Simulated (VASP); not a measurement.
Crystal: C.

```
C
1.0
     1.74030    0.00000    0.00000
     0.00000    1.74030    0.00000
     0.00000    0.00000    1.74030
C
1
Direct
  0.00000 0.00000 0.00000
```

Base run:

* Program: VASP 6.6.1
* Functional: PBE
* Potentials or basis: VASP PAW PBE potentials, release 64 (C)
* Cutoff: 520 eV
* k mesh: 31 × 31 × 31
* Occupations: fermi-dirac, width 0.0612256 eV
* Spin: no spin polarisation

Its results: band gap on the k mesh zero (band 2 reaches 21.57 eV, above the bottom of band 3 at 9.46 eV); pressure 21.3 GPa.

**Question.** The run is repeated on the same cell with these changes: k mesh from 31 × 31 × 31 to 21 × 21 × 21. What comes out?

**Answer.** Band gap on the k mesh zero (band 2 reaches 21.57 eV, above the bottom of band 3 at 9.62 eV); pressure 19.6 GPa.
